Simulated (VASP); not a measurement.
# MgTe (P6_3mc) in VASP: a series of runs

The runs below take MgTe through relaxation of the atoms, with r2SCAN.

All numbers are computed with VASP 6.6.1; they aren't measurements. Logs are shortened: lines on timing, memory, paths and dates and some standing lists are left out, and cuts for length are marked.

### 1 The cell of the first run

Symmetry: P6_3mc, No. 186, hexagonal system. Conventional cell: a = 4.639 Å, b = 4.639 Å, c = 7.553 Å, α = 90.00°, β = 90.00°, γ = 120.00°. Mg (site symmetry 3m) has 4 Te at 2.84 Å within 3.7 Å. Te (site symmetry 3m) has 4 Mg at 2.84 Å within 3.7 Å.

### 2 Relaxation of the atoms, r2SCAN

File POSCAR:

```
MgTe
1.0
    4.6391845400      0.0000000000      0.0000000000
   -2.3195922700      4.0176516700      0.0000000000
    0.0000000000      0.0000000000      7.5529499700
Mg Te
2 2
Direct
    0.3333333300      0.6666666700      0.0043523900
    0.6666666700      0.3333333300      0.5043523900
    0.3333333300      0.6666666700      0.3806476100
    0.6666666700      0.3333333300      0.8806476100
```

File INCAR.step1:

```
ALGO = Normal ; EDIFF = 1E-5
EDIFFG = -0.01 ; ENCUT = 580
GGA = PE ; GGA_COMPAT = F
IBRION = 2 ; ISMEAR = -1
LASPH = T ; LCHARG = F
LREAL = F ; LWAVE = T
NELM = 120 ; NELMIN = 4
NSW = 100 ; PREC = Accurate
SIGMA = 0.02
```

File INCAR.step2:

```
ALGO = Normal ; EDIFF = 1E-7
EDIFFG = -0.01 ; ENCUT = 580
GGA_COMPAT = F ; IBRION = 2
ISIF = 2 ; ISMEAR = -1
ISTART = 1 ; LASPH = T
LCHARG = F ; LMIXTAU = T
LREAL = F ; LWAVE = F
METAGGA = R2SCAN ; NELM = 120
NELMIN = 4 ; NSW = 50
PREC = Accurate ; SIGMA = 0.02
```

File KPOINTS:

```
k-points
0
Gamma
  6 6 4
```

Potentials or basis: VASP PAW PBE potentials, release 64 (Mg, Te).

Command:

```bash
$ cat potpaw_PBE.64/Mg/POTCAR potpaw_PBE.64/Te/POTCAR > POTCAR
$ cp INCAR.step1 INCAR
$ mpirun -np 1 vasp_std > vasp.out
$ cp INCAR.step2 INCAR
$ mpirun -np 1 vasp_std > vasp.out
```

OUTCAR:

```text
EDIFF = 1E-7
   EDIFFG = -0.01
   ENCUT = 580
   IBRION = 2
   ISIF = 2
   ISMEAR = -1
   ISTART = 1
   LASPH = T
   LREAL = F
   METAGGA = R2SCAN
   NELM = 120
   NELMIN = 4
   NSW = 50
   PREC = Accurate

 ion  position               nearest neighbor table
   1  0.333  0.667  0.004-   4 2.84   4 2.84   4 2.84   3 2.84
   2  0.667  0.333  0.504-   3 2.84   3 2.84   3 2.84   4 2.84
   3  0.333  0.667  0.381-   2 2.84   2 2.84   2 2.84   1 2.84
   4  0.667  0.333  0.881-   1 2.84   1 2.84   1 2.84   2 2.84

  LATTYP: Found a hexagonal cell.
 ALAT       =     4.6391845400
 C/A-ratio  =     1.6280770693

  Lattice vectors:

 A1 = (   4.6391845400,   0.0000000000,   0.0000000000)
 A2 = (  -2.3195922700,   4.0176516700,   0.0000000000)
 A3 = (   0.0000000000,   0.0000000000,   7.5529499700)

Analysis of symmetry for initial positions (statically):
=====================================================================
 Subroutine PRICEL returns:
 Original cell was already a primitive cell.

 Routine SETGRP: Setting up the symmetry group for a
 hexagonal supercell.

 Subroutine GETGRP returns: Found 12 space group operations
 (whereof  6 operations were pure point group operations)
 out of a pool of 24 trial point group operations.

The static configuration has the point symmetry C_3v.
 The point group associated with its full space group is C_6v.

Analysis of symmetry for dynamics (positions and initial velocities):
=====================================================================
 Subroutine PRICEL returns:
 Original cell was already a primitive cell.

 Routine SETGRP: Setting up the symmetry group for a
 hexagonal supercell.

 Subroutine GETGRP returns: Found 12 space group operations
 (whereof  6 operations were pure point group operations)
 out of a pool of 24 trial point group operations.

The dynamic configuration has the point symmetry C_3v.
 The point group associated with its full space group is C_6v.

 Subroutine INISYM returns: Found 12 space group operations
 (whereof  6 operations are pure point group operations),
 and found     1 'primitive' translations

----------------------------------------------------------------------------------------

                                     Primitive cell

  volume of cell :     140.7766

  direct lattice vectors                    reciprocal lattice vectors
     4.639184540  0.000000000  0.000000000     0.215555124  0.124450809  0.000000000
    -2.319592270  4.017651670  0.000000000     0.000000000  0.248901618  0.000000000
     0.000000000  0.000000000  7.552949970     0.000000000  0.000000000  0.132398600

  length of vectors
     4.639184540  4.639184545  7.552949970     0.248901618  0.248901618  0.132398600

  position of ions in fractional coordinates (direct lattice)
     0.333333330  0.666666670  0.004352390
     0.666666670  0.333333330  0.504352390
     0.333333330  0.666666670  0.380647610
     0.666666670  0.333333330  0.880647610

  ion indices of the primitive-cell ions
   primitive index   ion index
                 1           1
                 2           2
                 3           3
                 4           4

----------------------------------------------------------------------------------------

 KPOINTS: k-points

Automatic generation of k-mesh.
 Grid dimensions read from file:
 generate k-points for:    6    6    4

 Generating k-lattice:

  Cartesian coordinates                     Fractional coordinates (reciprocal lattice)
     0.035925854  0.020741801  0.000000000     0.166666667 -0.000000000  0.000000000
     0.000000000  0.041483603  0.000000000     0.000000000  0.166666667  0.000000000
     0.000000000  0.000000000  0.033099650     0.000000000  0.000000000  0.250000000

  Length of vectors
     0.041483603  0.041483603  0.033099650

  Shift w.r.t. Gamma in fractional coordinates (k-lattice)
     0.000000000  0.000000000  0.000000000

 Subroutine IBZKPT returns following result:
 ===========================================

 Found     21 irreducible k-points:

[... 51 lines left out ...]
      3      -1.5823      2.00000
      4      -1.1329      2.00000
      5      -0.5096      2.00000
      6       0.1821      2.00000
      7       0.4244      2.00000
      8       0.9299      2.00000
      9       4.9819      0.00000
     10       5.7000      0.00000
     11       5.9969      0.00000
     12       7.3136      0.00000

 k-point     5 :       0.1667    0.1667    0.0000
  band No.  band energies     occupation
      1      -8.7226      2.00000
      2      -8.3068      2.00000
      3      -1.3205      2.00000
      4      -0.4854      2.00000
      5      -0.4633      2.00000
      6       0.3105      2.00000
      7       0.8768      2.00000
      8       0.9731      2.00000
      9       6.0334      0.00000
     10       6.2403      0.00000
     11       6.5263      0.00000
     12       6.6518      0.00000
[... 183 lines left out ...]
      1      -8.3648      2.00000
      2      -8.3648      2.00000
      3      -1.6657      2.00000
      4      -1.6657      2.00000
      5       0.5075      2.00000
      6       0.5075      2.00000
      7       0.5167      2.00000
      8       0.5167      2.00000
      9       5.0254      0.00000
     10       5.0254      0.00000
     11       6.0996      0.00000
     12       6.0996      0.00000

 k-point    19 :       0.1667    0.1667    0.5000
  band No.  band energies     occupation
      1      -8.5250      2.00000
      2      -8.5250      2.00000
      3      -1.0395      2.00000
      4      -1.0395      2.00000
      5       0.3663      2.00000
      6       0.3663      2.00000
      7       0.6208      2.00000
      8       0.6208      2.00000
      9       5.9579      0.00000
     10       5.9579      0.00000
     11       6.8336      0.00000
     12       6.8336      0.00000

 k-point    20 :       0.3333    0.1667    0.5000
  band No.  band energies     occupation
      1      -8.3663      2.00000
      2      -8.3663      2.00000
      3      -1.4976      2.00000
      4      -1.4976      2.00000
      5      -0.0030      2.00000
      6      -0.0030      2.00000
      7       0.6706      2.00000
      8       0.6706      2.00000
      9       5.5378      0.00000
     10       5.5378      0.00000
     11       6.6885      0.00000
     12       6.6885      0.00000

 k-point    21 :       0.3333    0.3333    0.5000
  band No.  band energies     occupation
      1      -8.3114      2.00000
      2      -8.3114      2.00000
      3      -1.4555      2.00000
      4      -1.4555      2.00000
      5      -0.4822      2.00000
      6      -0.4822      2.00000
      7       0.7559      2.00000
      8       0.7559      2.00000
      9       5.7302      0.00000
     10       5.7302      0.00000
     11       6.8805      0.00000
     12       6.8805      0.00000

------------------------ aborting loop because EDIFF is reached ----------------------------------------

  FORCE on cell =-STRESS in cart. coord.  units (eV):
  Direction    XX          YY          ZZ          XY          YZ          ZX
  --------------------------------------------------------------------------------------
  -------------------------------------------------------------------------------------
  Total       -1.3009029     -1.3009029     -1.2836523      0.0000000     -0.0000000      0.0000000
  in kB      -14.8055627    -14.8055628    -14.6092345      0.0000000     -0.0000000      0.0000000
  external PRESSURE =     -14.7401200 kB  Pullay stress =       0.0000000 kB

 VOLUME and BASIS-vectors are now :
 -----------------------------------------------------------------------------
  energy-cutoff  :      580.00
  volume of cell :      140.78
      direct lattice vectors                 reciprocal lattice vectors
     4.639184540  0.000000000  0.000000000     0.215555124  0.124450809  0.000000000
    -2.319592270  4.017651670  0.000000000     0.000000000  0.248901618  0.000000000
     0.000000000  0.000000000  7.552949970     0.000000000  0.000000000  0.132398600

 POSITION                                       TOTAL-FORCE (eV/Angst)
 -----------------------------------------------------------------------------------
     -0.00000      2.67843      0.03287        -0.000000      0.000000      0.000446
      2.31959      1.33922      3.80935        -0.000000     -0.000000      0.000446
     -0.00000      2.67843      2.87501        -0.000000     -0.000000     -0.000446
      2.31959      1.33922      6.65149         0.000000      0.000000     -0.000446
 -----------------------------------------------------------------------------------
    total drift:                               -0.000006      0.000004     -0.001174

  FREE ENERGIE OF THE ION-ELECTRON SYSTEM (eV)
  ---------------------------------------------------
  free  energy   TOTEN  =       -63.3341557439 eV

  energy  without entropy=      -63.3341557439  energy(sigma->0) =      -63.33415574

 reached required accuracy - stopping structural energy minimisation
```

Run time: 81 s. Hardware: 1 thread of Intel Xeon Platinum 8559C (Emerald Rapids), shared host; peak memory 0.31 GiB.

Results:

```
Free energy             : -63.3342 eV
Pressure after relaxing : -1.5 GPa
Band gap on the k mesh  : 2.95 eV
```

Final structure:
```
Mg Te
1.0
     4.63918    0.00000    0.00000
    -2.31959    4.01765    0.00000
     0.00000    0.00000    7.55295
Mg Te
2 2
Direct
  0.33333 0.66667 0.00435
  0.66667 0.33333 0.50435
  0.33333 0.66667 0.38065
  0.66667 0.33333 0.88065
```

Caveat: the relaxation stopped at its first step, so nothing moved; the PAW data sets were made with another functional, which shifts forces and pressure a little; spin-orbit coupling is left out, which moves the levels of the heavy elements. r2SCAN opens gaps a little over a GGA but as a rule still falls short of measured ones.

### 3 Relaxation of the atoms, r2SCAN

This run uses another cell than the first one, of 32.49 Å³/atom.

File POSCAR:

```
MgTe
1.0
    4.5170435700      0.0000000000      0.0000000000
   -2.2585217900      3.9118744900      0.0000000000
    0.0000000000      0.0000000000      7.3540950600
Mg Te
2 2
Direct
    0.3333333300      0.6666666700      0.0043523900
    0.6666666700      0.3333333300      0.5043523900
    0.3333333300      0.6666666700      0.3806476100
    0.6666666700      0.3333333300      0.8806476100
```

File INCAR.step1:

```
SYSTEM = MgTe
  PREC = Accurate
  ENCUT = 580
  ISMEAR = -1
  SIGMA = 0.02
  LREAL = .FALSE.
  LASPH = .TRUE.
  NELM = 120
  GGA = PE
  ALGO = Normal
  EDIFF = 1E-5
  LWAVE = .TRUE.
  LCHARG = .FALSE.
  GGA_COMPAT = .FALSE.
  IBRION = 2
  EDIFFG = -0.01
  NELMIN = 4
  NSW = 100
```

File INCAR.step2:

```
SYSTEM = MgTe
  PREC = Accurate
  ENCUT = 580
  EDIFF = 1E-7
  ISMEAR = -1
  SIGMA = 0.02
  LREAL = .FALSE.
  LASPH = .TRUE.
  NELM = 120
  ALGO = Normal
  ISIF = 2
  LWAVE = .FALSE.
  LCHARG = .FALSE.
  METAGGA = R2SCAN
  LMIXTAU = .TRUE.
  IBRION = 2
  NSW = 50
  EDIFFG = -0.01
  ISTART = 1
  GGA_COMPAT = .FALSE.
  NELMIN = 4
```

File KPOINTS:

```
Automatic mesh
0
G
  6 6 4
  0 0 0
```

Potentials or basis: VASP PAW PBE potentials, release 64 (Mg, Te).

Command:

```bash
$ cat potpaw_PBE.64/Mg/POTCAR potpaw_PBE.64/Te/POTCAR > POTCAR
$ cp INCAR.step1 INCAR
$ mpirun -np 1 vasp_std > vasp.out
$ cp INCAR.step2 INCAR
$ mpirun -np 1 vasp_std > vasp.out
```

It took 1.7 min on 1 thread of Intel Xeon Platinum 8488C (Sapphire Rapids), shared host; peak memory 0.31 GiB.

It converged, with:

- Free energy: -63.3386 eV
- Pressure after relaxing: 1.5 GPa
- Band gap on the k mesh: 3.34 eV

Final structure:
```yaml
crystal:
  lattice:
    - [4.51704, 0.00000, 0.00000]
    - [-2.25852, 3.91187, 0.00000]
    - [0.00000, 0.00000, 7.35410]
  atoms:
    - { symbol: Mg, position: [0.33333, 0.66667, 0.00435] }
    - { symbol: Mg, position: [0.66667, 0.33333, 0.50435] }
    - { symbol: Te, position: [0.33333, 0.66667, 0.38065] }
    - { symbol: Te, position: [0.66667, 0.33333, 0.88065] }
```

Levels at points of the mesh, in eV from the valence-band top:
```tsv
k point	band 4	band 5	band 6	band 7	band 8	band 9	band 10	band 11	band 12
(0.00, 0.00, 0.00)	-0.52	-0.52	-0.01	-0.01	0.00	3.34	3.67	5.84	5.84
(0.50, 0.00, 0.00)	-2.70	-2.08	-1.31	-1.06	-0.47	3.61	4.43	4.78	6.01
(0.00, 0.00, 0.50)	-2.05	-0.28	-0.28	-0.28	-0.28	4.21	4.21	6.09	6.09
(0.50, 0.00, 0.50)	-3.30	-0.94	-0.94	-0.94	-0.94	3.73	3.73	4.78	4.78
```

Caveat: the relaxation stopped at its first step, so nothing moved; the PAW data sets were made with another functional, which shifts forces and pressure a little; spin-orbit coupling is left out, which moves the levels of the heavy elements. r2SCAN opens gaps a little over a GGA but as a rule still falls short of measured ones.

### 4 Relaxation of the atoms, r2SCAN

This run uses another cell than the first one, of 33.84 Å³/atom.

File POSCAR:

```
MgTe
1.0
    4.5789285700      0.0000000000      0.0000000000
   -2.2894642900      3.9654684700      0.0000000000
    0.0000000000      0.0000000000      7.4548486100
Mg Te
2 2
Direct
    0.3333333300      0.6666666700      0.0043523900
    0.6666666700      0.3333333300      0.5043523900
    0.3333333300      0.6666666700      0.3806476100
    0.6666666700      0.3333333300      0.8806476100
```

File INCAR.step1:

```
SYSTEM = MgTe
PREC = Accurate
ENCUT = 580
ISMEAR = -1
SIGMA = 0.02
LREAL = .FALSE.
LASPH = .TRUE.
NELM = 120
GGA = PE
ALGO = Normal
EDIFF = 1E-5
LWAVE = .TRUE.
LCHARG = .FALSE.
GGA_COMPAT = .FALSE.
IBRION = 2
EDIFFG = -0.01
NELMIN = 4
NSW = 100
```

File INCAR.step2:

```
SYSTEM = MgTe
PREC = Accurate
ENCUT = 580
EDIFF = 1E-7
ISMEAR = -1
SIGMA = 0.02
LREAL = .FALSE.
LASPH = .TRUE.
NELM = 120
ALGO = Normal
ISIF = 2
LWAVE = .FALSE.
LCHARG = .FALSE.
METAGGA = R2SCAN
LMIXTAU = .TRUE.
IBRION = 2
NSW = 50
EDIFFG = -0.01
ISTART = 1
GGA_COMPAT = .FALSE.
NELMIN = 4
```

File KPOINTS:

```
regular mesh
0
G
  6 6 4
  0 0 0
```

Command:

```bash
$ cat potpaw_PBE.64/Mg/POTCAR potpaw_PBE.64/Te/POTCAR > POTCAR
$ cp INCAR.step1 INCAR
$ mpirun -np 1 vasp_std > vasp.out
$ cp INCAR.step2 INCAR
$ mpirun -np 1 vasp_std > vasp.out
```

Run time: 90 s. Hardware: 1 thread of Intel Xeon 6975P-C (Granite Rapids), shared host; peak memory 0.31 GiB.

The run converged. Its results:

```yaml
Free_energy: -63.3617 eV
Pressure_after_relaxing: -0.1 GPa
Band_gap_on_the_k_mesh: 3.14 eV
```

Final structure:
```
Mg Te
1.0
     4.57893    0.00000    0.00000
    -2.28946    3.96547    0.00000
     0.00000    0.00000    7.45485
Mg Te
2 2
Direct
  0.33333 0.66667 0.00435
  0.66667 0.33333 0.50435
  0.33333 0.66667 0.38065
  0.66667 0.33333 0.88065
```

Levels at points of the mesh, in eV from the valence-band top:
```
           k point  band 5  band 6  band 7  band 8  band 9  band 10  band 11  band 12
(0.00, 0.00, 0.00)   -0.49   -0.01   -0.01    0.00    3.14     3.57     5.79     5.79
(0.50, 0.00, 0.00)   -1.97   -1.24   -0.99   -0.45    3.62     4.40     4.70     5.98
(0.00, 0.00, 0.50)   -0.26   -0.26   -0.26   -0.26    4.07     4.07     6.04     6.04
(0.50, 0.00, 0.50)   -0.89   -0.89   -0.89   -0.89    3.70     3.70     4.76     4.76
```

Caveat: the relaxation stopped at its first step, so nothing moved; the PAW data sets were made with another functional, which shifts forces and pressure a little; spin-orbit coupling is left out, which moves the levels of the heavy elements. A k mesh can miss the band edges.

### 5 Relaxation of the atoms, r2SCAN

This run uses another cell than the first one, of 31.81 Å³/atom.

File POSCAR:

```
MgTe
1.0
    4.4854548200      0.0000000000      0.0000000000
   -2.2427274100      3.8845178300      0.0000000000
    0.0000000000      0.0000000000      7.3026661400
Mg Te
2 2
Direct
    0.3333333300      0.6666666700      0.0043523900
    0.6666666700      0.3333333300      0.5043523900
    0.3333333300      0.6666666700      0.3806476100
    0.6666666700      0.3333333300      0.8806476100
```

File INCAR.step1:

```
ALGO = Normal ; EDIFF = 1E-5
EDIFFG = -0.01 ; ENCUT = 580
GGA = PE ; GGA_COMPAT = False
IBRION = 2 ; ISMEAR = -1
LASPH = True ; LCHARG = False
LREAL = False ; LWAVE = True
NELM = 120 ; NELMIN = 4
NSW = 100 ; PREC = Accurate
SIGMA = 0.02
```

File INCAR.step2:

```
ALGO = Normal ; EDIFF = 1E-7
EDIFFG = -0.01 ; ENCUT = 580
GGA_COMPAT = False ; IBRION = 2
ISIF = 2 ; ISMEAR = -1
ISTART = 1 ; LASPH = True
LCHARG = False ; LMIXTAU = True
LREAL = False ; LWAVE = False
METAGGA = R2SCAN ; NELM = 120
NELMIN = 4 ; NSW = 50
PREC = Accurate ; SIGMA = 0.02
```

File KPOINTS:

```
k-points
0
Gamma
  6 6 4
```

Command:

```bash
$ cat potpaw_PBE.64/Mg/POTCAR potpaw_PBE.64/Te/POTCAR > POTCAR
$ cp INCAR.step1 INCAR
$ mpirun -np 1 vasp_std > vasp.out
$ cp INCAR.step2 INCAR
$ mpirun -np 1 vasp_std > vasp.out
```

Wall time 2.5 min (1 thread of AMD EPYC 9R45 (Zen 5), shared host); peak memory 0.27 GiB.

The run converged. Its results:

* Free energy: -63.3045 eV
* Pressure after relaxing: 2.5 GPa
* Band gap on the k mesh: 3.45 eV

Final structure:
```yaml
crystal:
  lattice:
    - [4.48545, 0.00000, 0.00000]
    - [-2.24273, 3.88452, 0.00000]
    - [0.00000, 0.00000, 7.30267]
  atoms:
    - { symbol: Mg, position: [0.33333, 0.66667, 0.00435] }
    - { symbol: Mg, position: [0.66667, 0.33333, 0.50435] }
    - { symbol: Te, position: [0.33333, 0.66667, 0.38065] }
    - { symbol: Te, position: [0.66667, 0.33333, 0.88065] }
```

Levels at points of the mesh, in eV from the valence-band top:
```tsv
k point	band 6	band 7	band 8	band 9	band 10	band 11
(0.00, 0.00, 0.00)	-0.01	-0.01	0.00	3.45	3.72	5.86
(0.50, 0.00, 0.00)	-1.35	-1.09	-0.48	3.61	4.44	4.83
(0.00, 0.00, 0.50)	-0.28	-0.28	-0.28	4.28	4.28	6.11
(0.50, 0.00, 0.50)	-0.97	-0.96	-0.96	3.74	3.74	4.78
```

Caveat: the relaxation stopped at its first step, so nothing moved; the PAW data sets were made with another functional, which shifts forces and pressure a little; spin-orbit coupling is left out, which moves the levels of the heavy elements.

### 6 Overview

| cell | gap on the mesh (eV) | pressure (GPa) |
| --- | --- | --- |
| atoms relaxed from a = 4.639, b = 4.639, c = 7.553 Å, angles 90.0, 90.0, 120.0°, 4 atoms | 2.95 | -1.5 |
| atoms relaxed from a = 4.517, b = 4.517, c = 7.354 Å, angles 90.0, 90.0, 120.0°, 4 atoms | 3.34 | 1.5 |
| atoms relaxed from a = 4.579, b = 4.579, c = 7.455 Å, angles 90.0, 90.0, 120.0°, 4 atoms | 3.14 | -0.1 |
| atoms relaxed from a = 4.485, b = 4.485, c = 7.303 Å, angles 90.0, 90.0, 120.0°, 4 atoms | 3.45 | 2.5 |

Alike in all rows: task relaxation of the atoms; level r2SCAN; potentials or basis VASP PAW PBE potentials, release 64 (Mg, Te); no spin polarisation; k mesh 6 × 6 × 4; cutoff (eV) 580; smearing fermi-dirac 0.02 eV.

Caveats: the relaxation stopped at its first step, so nothing moved; the PAW data sets were made with another functional, which shifts forces and pressure a little; spin-orbit coupling is left out, which moves the levels of the heavy elements.

Total energies depend on the potentials used, so only differences within one code and one set of settings carry meaning.
